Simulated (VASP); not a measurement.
# TaN (P6_3mc) in VASP: notebook, part 2 of 2

VASP 6.6.1. Earlier steps stand in the parts before.

## 3. Electric field gradients, PBEsol (zz strain of -2 %)

Input file INCAR:

```
ALGO     = Normal         # electronic algorithm
EDIFF    = 1E-8           # SCF threshold, eV
ENCUT    = 520            # plane-wave cutoff, eV
GGA      = PS             # functional
ISIF     = 2              # what is computed and relaxed
ISMEAR   = -1             # smearing method
LASPH    = True           # aspherical terms in the spheres
LCHARG   = False          # write CHGCAR
LEFG     = True         
LREAL    = False          # projectors in reciprocal space
LWAVE    = False          # write WAVECAR
NBANDS   = 24             # bands
NELM     = 100            # most SCF steps
PREC     = Accurate       # precision mode
SIGMA    = 0.01           # smearing width, eV
```

Input file KPOINTS:

```
k-points
0
Gamma
  9 9 5
```

Input file POSCAR:

```
TaN
1.0
    3.0500010905      0.0000000000      0.0000000000
   -1.5250005453      2.6413784260      0.0000000000
    0.0000000000      0.0000000000      4.8412000000
Ta N
2 2
Direct
    0.3333333333      0.6666666667      0.0000000000
    0.6666666667      0.3333333333      0.5000000000
    0.3333333333      0.6666666667      0.3850000000
    0.6666666667      0.3333333333      0.8850000000
```

Potentials or basis: VASP PAW PBE potentials, release 64 (Ta_pv, N).

Run with:

```console
cat potpaw_PBE.64/Ta_pv/POTCAR potpaw_PBE.64/N/POTCAR > POTCAR
mpirun -np 1 vasp_std > vasp.out
```

OUTCAR:

```text
EDIFF = 1E-8
   ENCUT = 520
   GGA = PS
   ISIF = 2
   ISMEAR = -1
   LASPH = True
   LREAL = False
   NELM = 100
   PREC = Accurate

 ion  position               nearest neighbor table
   1  0.333  0.667  0.000-   4 1.85   4 1.85   4 1.85   3 1.86   2 2.99   2 2.99   2 2.99   2 2.99
                             2 2.99   2 2.99
   2  0.667  0.333  0.500-   3 1.85   3 1.85   3 1.85   4 1.86   1 2.99   1 2.99   1 2.99   1 2.99
                             1 2.99   1 2.99
   3  0.333  0.667  0.385-   2 1.85   2 1.85   2 1.85   1 1.86
   4  0.667  0.333  0.885-   1 1.85   1 1.85   1 1.85   2 1.86

  LATTYP: Found a hexagonal cell.
 ALAT       =     3.0500010905
 C/A-ratio  =     1.5872781210

  Lattice vectors:

 A1 = (   3.0500010905,   0.0000000000,   0.0000000000)
 A2 = (  -1.5250005453,   2.6413784260,   0.0000000000)
 A3 = (   0.0000000000,   0.0000000000,   4.8412000000)

Analysis of symmetry for initial positions (statically):
=====================================================================
 Subroutine PRICEL returns:
 Original cell was already a primitive cell.

 Routine SETGRP: Setting up the symmetry group for a
 hexagonal supercell.

 Subroutine GETGRP returns: Found 12 space group operations
 (whereof  6 operations were pure point group operations)
 out of a pool of 24 trial point group operations.

The static configuration has the point symmetry C_3v.
 The point group associated with its full space group is C_6v.

Analysis of symmetry for dynamics (positions and initial velocities):
=====================================================================
 Subroutine PRICEL returns:
 Original cell was already a primitive cell.

 Routine SETGRP: Setting up the symmetry group for a
 hexagonal supercell.

 Subroutine GETGRP returns: Found 12 space group operations
 (whereof  6 operations were pure point group operations)
 out of a pool of 24 trial point group operations.

The dynamic configuration has the point symmetry C_3v.
 The point group associated with its full space group is C_6v.

 Subroutine INISYM returns: Found 12 space group operations
 (whereof  6 operations are pure point group operations),
 and found     1 'primitive' translations

----------------------------------------------------------------------------------------

                                     Primitive cell

  volume of cell :      39.0017

  direct lattice vectors                    reciprocal lattice vectors
     3.050001090  0.000000000  0.000000000     0.327868735  0.189295103  0.000000000
    -1.525000545  2.641378426  0.000000000     0.000000000  0.378590205  0.000000000
     0.000000000  0.000000000  4.841200000     0.000000000  0.000000000  0.206560357

  length of vectors
     3.050001090  3.050001091  4.841200000     0.378590205  0.378590205  0.206560357

  position of ions in fractional coordinates (direct lattice)
     0.333333333  0.666666667  0.000000000
     0.666666667  0.333333333  0.500000000
     0.333333333  0.666666667  0.385000000
     0.666666667  0.333333333  0.885000000

  ion indices of the primitive-cell ions
   primitive index   ion index
                 1           1
                 2           2
                 3           3
                 4           4
[... 89 lines left out ...]
   IALGO  =     38    algorithm
   IMIX   =      4    mixing-type and parameters
     AMIX     =   0.40;   BMIX     =  1.00
     AMIX_MAG =   1.60;   BMIX_MAG =  1.00
  volume/ion in A,a.u.               =       9.75        65.80
  Fermi-wavevector in a.u.,A,eV,Ry     =   1.532605  2.896204 31.958432  2.348878
  Thomas-Fermi vector in A             =   2.639788
   LORBIT       =      0    0 simple, 1 ext, 2 COOP (PROOUT), +10 PAW based schemes
   GGA     = PS    functional components
   LHFCALC =     F    Hartree Fock is set to
   AEXX    =    0.0000 exact exchange contribution
   IVDW    =     0    specifies the selected vdW correction
   LEPSILON=     F    determine dielectric tensor
   LRPA    =     F    only Hartree local field effects (RPA)
 non-spin polarized calculation
  energy-cutoff  :      520.00
  volume of cell :       39.00
 maximum number of plane-waves:      1087
 NGX is ok and might be reduce to    24
   NGX = 11   NGY = 11   NGZ = 19

 number of electron      32.0000000 magnetization

 Free energy of the ion-electron system (eV)
  ---------------------------------------------------
  ext. energy  EPLUGINS =         0.00000000
  ---------------------------------------------------
  free energy    TOTEN  =       -40.20428533 eV

  energy without entropy =      -40.20236232  energy(sigma->0) =      -40.20332382

 E-fermi :   9.8064     XC(G=0): -13.8092

 val. band max:        9.7989706686   @ k =   0.4444   0.0000   0.4000
 cond. band min:       9.8072599544   @ k =   0.1111   0.0000   0.4000
 fundamental gap:      0.0082892858
 Fermi energy:         9.8064186442

 k-point     1 :       0.0000    0.0000    0.0000
  band No.  band energies     occupation
      1     -26.3518      2.00000
      2     -25.1149      2.00000
      3     -25.1149      2.00000
      4     -24.8859      2.00000
      5     -24.8859      2.00000
      6     -24.8271      2.00000
[... 637 lines left out ...]
     23      17.5693      0.00000
     24      17.5693      0.00000

 [... further k-points ...]

------------------------ aborting loop because EDIFF is reached ----------------------------------------

  FORCE on cell =-STRESS in cart. coord.  units (eV):
  Direction    XX          YY          ZZ          XY          YZ          ZX
  --------------------------------------------------------------------------------------
  -------------------------------------------------------------------------------------
  Total       36.2424869     36.2424869     32.3112471     -0.0000000      0.0000000     -0.0000000
  in kB     1488.8293678   1488.8293679   1327.3353399     -0.0000000      0.0000000     -0.0000000
  external PRESSURE =    1434.9980252 kB  Pullay stress =       0.0000000 kB

 VOLUME and BASIS-vectors are now :
 -----------------------------------------------------------------------------
  energy-cutoff  :      520.00
  volume of cell :       39.00
      direct lattice vectors                 reciprocal lattice vectors
     3.050001090  0.000000000  0.000000000     0.327868735  0.189295103  0.000000000
    -1.525000545  2.641378426  0.000000000     0.000000000  0.378590205  0.000000000
     0.000000000  0.000000000  4.841200000     0.000000000  0.000000000  0.206560357

 POSITION                                       TOTAL-FORCE (eV/Angst)
 -----------------------------------------------------------------------------------
     -0.00000      1.76092      0.00000         0.000000     -0.000000      1.189840
      1.52500      0.88046      2.42060        -0.000000      0.000000      1.189840
     -0.00000      1.76092      1.86386        -0.000000     -0.000000     -1.189840
      1.52500      0.88046      4.28446        -0.000000      0.000000     -1.189840
 -----------------------------------------------------------------------------------
    total drift:                               -0.000000      0.000000      0.000026

  FREE ENERGIE OF THE ION-ELECTRON SYSTEM (eV)
  ---------------------------------------------------
  free  energy   TOTEN  =       -40.2042853262 eV

  energy  without entropy=      -40.2023623192  energy(sigma->0) =      -40.20332382

 Electric field gradients (V/A^2)
---------------------------------------------------------------------
 ion       V_xx      V_yy      V_zz      V_xy      V_xz      V_yz
---------------------------------------------------------------------
   1     -49.437   -49.437    98.874    -0.000    -0.000     0.000
   2     -49.437   -49.437    98.874    -0.000     0.000    -0.000
   3      -5.277    -5.276    10.552     0.001     0.000    -0.000
   4      -5.277    -5.276    10.552     0.001    -0.000     0.000
---------------------------------------------------------------------

 Electric field gradients after diagonalization (V/A^2)
 (convention: |V_zz| > |V_xx| > |V_yy|)
----------------------------------------------------------------------
 ion       V_xx      V_yy      V_zz     asymmetry (V_yy - V_xx)/ V_zz
----------------------------------------------------------------------
   1     -49.438   -49.437    98.874       0.000
   2     -49.438   -49.437    98.874       0.000
   3      -5.277    -5.276    10.552       0.000
   4      -5.277    -5.276    10.552       0.000
----------------------------------------------------------------------

           NMR quadrupolar parameters

 Cq : quadrupolar parameter    Cq=e*Q*V_zz/h
 eta: asymmetry parameters     (V_yy - V_xx)/ V_zz
 Q  : nuclear electric quadrupole moment in mb (millibarn)
----------------------------------------------------------------------
 ion       Cq(MHz)       eta       Q (mb)
----------------------------------------------------------------------
   1       0.239       0.000       1.000
   2       0.239       0.000       1.000
   3       0.026       0.000       1.000
   4       0.026       0.000       1.000
----------------------------------------------------------------------
```

Wall time 19 s (1 thread of Intel Xeon Platinum 8488C (Sapphire Rapids), shared host); peak memory 0.16 GiB.

What came out:

```yaml
Free_energy: -40.2043 eV
Pressure: 143.5 GPa
Largest_force: 1.190 eV/Å
Band_gap_on_the_k_mesh: zero (bands 16 and 17 overlap by 2.18 eV)
Largest_electric_field_gradient_by_atom: Ta +98.9; N +10.6 V/Å²
```

Forces on the atoms (eV/Å):
```
Ta   0.000  0.000  1.190
Ta   0.000  0.000  1.190
N    0.000  0.000 -1.190
N    0.000  0.000 -1.190
```

Electric field gradients, principal values (V/Å²):
| atom | least | middle | greatest (by size) |
| --- | --- | --- | --- |
| 1 Ta | -49.437 | -49.438 | 98.874 |
| 2 Ta | -49.437 | -49.438 | 98.874 |
| 3 N | -5.276 | -5.277 | 10.552 |
| 4 N | -5.276 | -5.277 | 10.552 |

Caveat: the cell differs from its parent crystal (zz strain of -2 %); the cell stands under pressure; without QUAD_EFG the Cq values of the log hold for a quadrupole moment of 1 mb, not for the nuclei; the PAW data sets were made with another functional, which shifts forces and pressure a little; spin-orbit coupling is left out, which moves the levels of the heavy elements.
